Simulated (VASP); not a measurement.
# Sb in VASP: a series of runs

Sb is run at these levels: PBE+D3(BJ); tasks: single point.

Everything below comes from runs of VASP 6.6.1. Logs are shortened: lines on timing, memory, paths and dates and some standing lists are left out, and cuts for length are marked.

## 1. The cell of the first run

The cell holds a slab with vacuum, 4 atoms: a = 4.069 Å, b = 4.069 Å, c = 20.800 Å, α = 90.00°, β = 90.00°, γ = 120.00°.

## 2. Single point, PBE+D3(BJ)

INCAR

```
ALGO = Normal
DIPOL = 0.5 0.5 0.388
EDIFF = 1E-6
ENCUT = 520
GGA = PE
IDIPOL = 3
ISIF = 2
ISMEAR = 0
IVDW = 12
LASPH = True
LCHARG = False
LDIPOL = True
LREAL = False
LWAVE = False
NBANDS = 18
NELM = 100
PREC = Accurate
SIGMA = 0.05
```

KPOINTS

```
k-points
0
Gamma
  9 9 1
```

POSCAR

```
Sb
1.0
    4.0686848921      0.0000000000      0.0000000000
   -2.0343424461      3.5235844766      0.0000000000
    0.0000000000      0.0000000000     20.8000277116
Sb
4
Direct
    0.3333333333      0.6666666667      0.2956733491
    0.6666666667      0.3333333333      0.2163458656
    0.0000000000      1.2222222222      0.5600967399
    0.3333333333      0.8888888889      0.4807692564
```

Potentials or basis: VASP PAW PBE potentials, release 64 (Sb).

Run with:

```console
$ cat potpaw_PBE.64/Sb/POTCAR > POTCAR
$ mpirun -np 1 vasp_std > vasp.out
```

OUTCAR:

```text
EDIFF = 1E-6
   ENCUT = 520
   GGA = PE
   ISIF = 2
   ISMEAR = 0
   IVDW = 12
   LASPH = True
   LREAL = False
   NELM = 100
   PREC = Accurate
 IVDW          = 12

 ion  position               nearest neighbor table
   1  0.333  0.667  0.296-   2 2.87   2 2.87   2 2.87
   2  0.667  0.333  0.216-   1 2.87   1 2.87   1 2.87
   3  0.000  0.222  0.560-   4 2.87   4 2.87   4 2.87
   4  0.333  0.889  0.481-   3 2.87   3 2.87   3 2.87

  LATTYP: Found a hexagonal cell.
 ALAT       =     4.0686848921
 C/A-ratio  =     5.1122237930

  Lattice vectors:

 A1 = (   4.0686848921,   0.0000000000,   0.0000000000)
 A2 = (  -2.0343424461,   3.5235844766,   0.0000000000)
 A3 = (   0.0000000000,   0.0000000000,  20.8000277116)

Analysis of symmetry for initial positions (statically):
=====================================================================
 Subroutine PRICEL returns:
 Original cell was already a primitive cell.

 Routine SETGRP: Setting up the symmetry group for a
 hexagonal supercell.

 Subroutine GETGRP returns: Found  2 space group operations
 (whereof  1 operations were pure point group operations)
 out of a pool of 24 trial point group operations.

The static configuration has the point symmetry C_1 .
 The point group associated with its full space group is S_2 .

Analysis of symmetry for dynamics (positions and initial velocities):
=====================================================================
 Subroutine PRICEL returns:
 Original cell was already a primitive cell.

 Routine SETGRP: Setting up the symmetry group for a
 hexagonal supercell.

 Subroutine GETGRP returns: Found  2 space group operations
 (whereof  1 operations were pure point group operations)
 out of a pool of 24 trial point group operations.

The dynamic configuration has the point symmetry C_1 .
 The point group associated with its full space group is S_2 .

 Subroutine INISYM returns: Found  2 space group operations
 (whereof  1 operations are pure point group operations),
 and found     1 'primitive' translations

----------------------------------------------------------------------------------------

                                     Primitive cell

  volume of cell :     298.1966

  direct lattice vectors                    reciprocal lattice vectors
     4.068684892  0.000000000  0.000000000     0.245779663  0.141900954  0.000000000
    -2.034342446  3.523584477  0.000000000     0.000000000  0.283801909  0.000000000
     0.000000000  0.000000000 20.800027712     0.000000000  0.000000000  0.048076859

  length of vectors
     4.068684892  4.068684892 20.800027712     0.283801909  0.283801909  0.048076859

  position of ions in fractional coordinates (direct lattice)
     0.333333333  0.666666667  0.295673349
     0.666666667  0.333333333  0.216345866
     0.000000000  0.222222222  0.560096740
     0.333333333  0.888888889  0.480769256

  ion indices of the primitive-cell ions
   primitive index   ion index
                 1           1
                 2           2
                 3           3
                 4           4

----------------------------------------------------------------------------------------

 KPOINTS: k-points

Automatic generation of k-mesh.
 Grid dimensions read from file:
 generate k-points for:    9    9    1

 Generating k-lattice:

  Cartesian coordinates                     Fractional coordinates (reciprocal lattice)
     0.027308851  0.015766773  0.000000000     0.111111111 -0.000000000  0.000000000
     0.000000000  0.031533545  0.000000000     0.000000000  0.111111111  0.000000000
     0.000000000  0.000000000  0.048076859     0.000000000  0.000000000  1.000000000

  Length of vectors
     0.031533545  0.031533545  0.048076859

  Shift w.r.t. Gamma in fractional coordinates (k-lattice)
     0.000000000  0.000000000  0.000000000

 Subroutine IBZKPT returns following result:
 ===========================================

 Found     41 irreducible k-points:

 Following reciprocal coordinates:
            Coordinates               Weight
  0.000000  0.000000  0.000000      1.000000
  0.111111 -0.000000  0.000000      2.000000
  0.000000  0.111111  0.000000      2.000000
 -0.111111  0.111111  0.000000      2.000000
  0.222222 -0.000000  0.000000      2.000000
  0.000000  0.222222  0.000000      2.000000
[... 16 lines left out ...]
  0.333333  0.111111  0.000000      2.000000
 -0.111111  0.444444  0.000000      2.000000
 [... further k-points ...]
   k-points           NKPTS =     41   k-points in BZ     NKDIM =     41   number of bands    NBANDS=     18
   number of dos      NEDOS =    301   number of ions     NIONS =      4
   total plane-waves  NPLWV = 144000
   dimension x,y,z NGX =    30 NGY =   30 NGZ =  160
   dimension x,y,z NGXF=    60 NGYF=   60 NGZF=  320
   ions per type =               4
   NGX,Y,Z   is equivalent  to a cutoff of  12.26, 12.26, 12.79 a.u.
   NGXF,Y,Z  is equivalent  to a cutoff of  24.52, 24.52, 25.58 a.u.
 SYSTEM =  unknown system
   PREC   = accura    normal or accurate (medium, high low for compatibility)
   ISTART =      0    job   : 0-new  1-cont  2-samecut
   ICHARG =      2    charge: 1-file 2-atom 10-const
   ISPIN  =      1    spin polarized calculation?
   LNONCOLLINEAR =      F non collinear calculations
   LSORBIT =      F    spin-orbit coupling
   LASPH  =      T    aspherical Exc in radial PAW
   ENCUT  =  520.0 eV  38.22 Ry    6.18 a.u.   7.57  7.57 38.67*2*pi/ulx,y,z
   NELM   =    100;   NELMIN=  2; NELMDL= -5     # of ELM steps
   EDIFF  = 0.1E-05   stopping-criterion for ELM
   LREAL  =      F    real-space projection
   EDIFFG = 0.1E-04   stopping-criterion for IOM
   NSW    =      0    number of steps for IOM
   IBRION =     -1    ionic relax: 0-MD 1-quasi-New 2-CG
   NFREE  =      0    steps in history (QN), initial steepest desc. (CG)
   ISIF   =      2    stress and relaxation
   ISYM   =      2    0-nonsym 1-usesym 2-fastsym
   POTIM  = 0.5000    time-step for ionic-motion
   TEBEG  =    0.0;   TEEND  =   0.0 temperature during run
   PSTRESS=    0.0 pullay stress
   NELECT =      20.0000    total number of electrons
   NUPDOWN=      -1.0000    fix difference up-down
   EMIN   =  10.00;   EMAX   =-10.00  energy-range for DOS
   EFERMI =   0.00;   METHOD = LEGACY
   ISMEAR =     0;   SIGMA  =   0.05  broadening in eV -4-tet -1-fermi 0-gaus
   EFERMI_NEDOS =   21; number of points for ismear=-14 and -15
   IALGO  =     38    algorithm
   IMIX   =      4    mixing-type and parameters
     AMIX     =   0.40;   BMIX     =  1.00
     AMIX_MAG =   1.60;   BMIX_MAG =  1.00
  volume/ion in A,a.u.               =      74.55       503.08
  Fermi-wavevector in a.u.,A,eV,Ry     =   0.665146  1.256945  6.019487  0.442420
  Thomas-Fermi vector in A             =   1.739052
   LORBIT       =      0    0 simple, 1 ext, 2 COOP (PROOUT), +10 PAW based schemes
   GGA     = PE    functional components
   LHFCALC =     F    Hartree Fock is set to
   AEXX    =    0.0000 exact exchange contribution
   IVDW    =    12    specifies the selected vdW correction
   LEPSILON=     F    determine dielectric tensor
   LRPA    =     F    only Hartree local field effects (RPA)
 non-spin polarized calculation
 Gauss-broadening in eV      SIGMA  =   0.05
  energy-cutoff  :      520.00
  volume of cell :      298.20
 maximum number of plane-waves:      8073
   NGX = 15   NGY = 15   NGZ = 77

 dipolmoment           0.000000      0.000000      0.000015 electrons x Angstroem

 number of electron      20.0000000 magnetization

 dipolmoment           0.000000      0.000000     -0.000001 electrons x Angstroem

 Free energy of the ion-electron system (eV)
  ---------------------------------------------------
  ext. energy  EPLUGINS =         0.00000000
  ---------------------------------------------------
  free energy    TOTEN  =       -16.18199057 eV

  energy without entropy =      -16.18199057  energy(sigma->0) =      -16.18199057

 E-fermi :   0.1416     XC(G=0):  -4.7554

 val. band max:       -0.1018743296   @ k =   0.0000   0.0000   0.0000
 cond. band min:       0.7739271546   @ k =   0.3333  -0.0000   0.0000
 fundamental gap:      0.8758014842
 Fermi energy:         0.1416332074

 k-point     1 :       0.0000    0.0000    0.0000
  band No.  band energies     occupation
      1     -11.6558      2.00000
      2     -11.5906      2.00000
      3      -6.7982      2.00000
      4      -6.3609      2.00000
      5      -1.4694      2.00000
      6      -0.2725      2.00000
[... 10 lines left out ...]
     17       4.0798      0.00000
     18       4.4184      0.00000

 k-point     2 :       0.1111   -0.0000    0.0000
  band No.  band energies     occupation
      1     -11.5207      2.00000
      2     -11.4550      2.00000
      3      -6.7737      2.00000
      4      -6.3590      2.00000
      5      -1.5184      2.00000
      6      -1.2267      2.00000
[... 10 lines left out ...]
     17       4.2566      0.00000
     18       4.5697      0.00000

 k-point     3 :       0.0000    0.1111    0.0000
  band No.  band energies     occupation
      1     -11.5205      2.00000
      2     -11.4552      2.00000
      3      -6.7726      2.00000
      4      -6.3602      2.00000
      5      -1.5186      2.00000
      6      -1.2329      2.00000
[... 10 lines left out ...]
     17       4.2567      0.00000
     18       4.5694      0.00000

 k-point     4 :      -0.1111    0.1111    0.0000
  band No.  band energies     occupation
      1     -11.5206      2.00000
      2     -11.4551      2.00000
      3      -6.7717      2.00000
      4      -6.3609      2.00000
      5      -1.5270      2.00000
      6      -1.2494      2.00000
[... 10 lines left out ...]
     17       4.2536      0.00000
     18       4.5733      0.00000

 k-point     5 :       0.2222   -0.0000    0.0000
  band No.  band energies     occupation
      1     -11.1236      2.00000
      2     -11.0564      2.00000
      3      -6.8061      2.00000
      4      -6.4753      2.00000
      5      -2.7747      2.00000
      6      -2.5379      2.00000
[... 10 lines left out ...]
     17       4.6324      0.00000
     18       4.9276      0.00000

 k-point     6 :       0.0000    0.2222    0.0000
  band No.  band energies     occupation
      1     -11.1227      2.00000
      2     -11.0570      2.00000
      3      -6.8027      2.00000
      4      -6.4789      2.00000
      5      -2.7809      2.00000
      6      -2.5294      2.00000
[... 10 lines left out ...]
     17       4.6409      0.00000
     18       4.9106      0.00000

 k-point     7 :      -0.2222    0.2222    0.0000
  band No.  band energies     occupation
      1     -11.1234      2.00000
      2     -11.0567      2.00000
      3      -6.7967      2.00000
      4      -6.4844      2.00000
      5      -2.7735      2.00000
      6      -2.5503      2.00000
[... 10 lines left out ...]
     17       4.6306      0.00000
     18       4.9475      0.00000

 k-point     8 :       0.3333   -0.0000    0.0000
  band No.  band energies     occupation
      1     -10.5015      2.00000
      2     -10.4314      2.00000
      3      -7.2004      2.00000
      4      -7.0040      2.00000
      5      -3.4909      2.00000
      6      -3.1657      2.00000
[... 10 lines left out ...]
     17       5.1276      0.00000
     18       5.2797      0.00000
[... 229 lines left out ...]
     17       4.9966      0.00000
     18       5.2344      0.00000

 k-point    20 :      -0.2222    0.3333    0.0000
  band No.  band energies     occupation
      1     -10.7390      2.00000
      2     -10.6718      2.00000
      3      -6.9692      2.00000
      4      -6.7514      2.00000
      5      -3.2091      2.00000
      6      -2.8909      2.00000
[... 10 lines left out ...]
     17       5.0041      0.00000
     18       5.2414      0.00000

 k-point    21 :       0.1111    0.2222    0.0000
  band No.  band energies     occupation
      1     -10.7385      2.00000
      2     -10.6720      2.00000
      3      -6.9833      2.00000
      4      -6.7384      2.00000
      5      -3.2046      2.00000
      6      -2.8822      2.00000
[... 10 lines left out ...]
     17       5.0196      0.00000
     18       5.1614      0.00000

 k-point    22 :       0.3333   -0.1111    0.0000
  band No.  band energies     occupation
      1     -10.7401      2.00000
      2     -10.6710      2.00000
      3      -6.9802      2.00000
      4      -6.7403      2.00000
      5      -3.2039      2.00000
      6      -2.8892      2.00000
[... 10 lines left out ...]
     17       5.0074      0.00000
     18       5.2020      0.00000

 k-point    23 :       0.3333    0.1111    0.0000
  band No.  band energies     occupation
      1     -10.0472      2.00000
      2      -9.9755      2.00000
      3      -7.6035      2.00000
      4      -7.4619      2.00000
      5      -3.4524      2.00000
      6      -3.1578      2.00000
[... 10 lines left out ...]
     17       5.1501      0.00000
     18       5.6110      0.00000

 k-point    24 :      -0.1111    0.4444    0.0000
  band No.  band energies     occupation
      1     -10.0422      2.00000
      2      -9.9796      2.00000
      3      -7.6051      2.00000
      4      -7.4606      2.00000
      5      -3.4359      2.00000
      6      -3.1650      2.00000
[... 10 lines left out ...]
     17       5.1862      0.00000
     18       5.6128      0.00000

 [... further k-points ...]

------------------------ aborting loop because EDIFF is reached ----------------------------------------

 vacuum level on the upper side and lower side of the slab       (xc-potential included)        -0.131        -0.131

 Edisp (eV)   -1.16228

 E8    (eV) :    -0.5568

  FORCE on cell =-STRESS in cart. coord.  units (eV):
  Direction    XX          YY          ZZ          XY          YZ          ZX
  --------------------------------------------------------------------------------------
  -------------------------------------------------------------------------------------
  Total       0.16199     0.03404     0.14036    -0.07015     0.23053    -0.10801
  in kB       0.87037     0.18289     0.75415    -0.37689     1.23859    -0.58031
  external pressure =        0.60 kB  Pullay stress =        0.00 kB

 VOLUME and BASIS-vectors are now :
 -----------------------------------------------------------------------------
  energy-cutoff  :      520.00
  volume of cell :      298.20
      direct lattice vectors                 reciprocal lattice vectors
     4.068684892  0.000000000  0.000000000     0.245779663  0.141900954  0.000000000
    -2.034342446  3.523584477  0.000000000     0.000000000  0.283801909  0.000000000
     0.000000000  0.000000000 20.800027712     0.000000000  0.000000000  0.048076859

 POSITION                                       TOTAL-FORCE (eV/Angst)
 -----------------------------------------------------------------------------------
     -0.00000      2.34906      6.15001         0.010093     -0.022993      0.124694
      2.03434      1.17453      4.50000         0.009792     -0.020227     -0.090065
     -0.45208      0.78302     11.65003        -0.009792      0.020227      0.090065
     -0.45208      3.13208     10.00001        -0.010093      0.022993     -0.124694
 -----------------------------------------------------------------------------------
    total drift:                                0.000000     -0.000000     -0.000015

  FREE ENERGIE OF THE ION-ELECTRON SYSTEM (eV)
  ---------------------------------------------------
  free  energy   TOTEN  =       -17.3442693493 eV

  energy  without entropy=      -17.3442693493  energy(sigma->0) =      -17.34426935

 vacuum level on the upper side and lower side of the slab         4.522         4.523
```

Run time: 2.2 min. Hardware: 1 thread of Intel Xeon 6975P-C (Granite Rapids), shared host; peak memory 0.47 GiB.

What came out:

* Free energy: -17.3443 eV
* Largest force: 0.127 eV/Å
* Band gap on the k mesh: 0.88 eV, indirect (least direct gap 1.37 eV)
* Dispersion energy per atom: -0.291 eV

Forces on the atoms (eV/Å):
```
Sb   0.010 -0.023  0.125
Sb   0.010 -0.020 -0.090
Sb  -0.010  0.020  0.090
Sb  -0.010  0.023 -0.125
```

Caveat: spin-orbit coupling is left out, which moves the levels of the heavy elements.

[end of part 1 of 2]
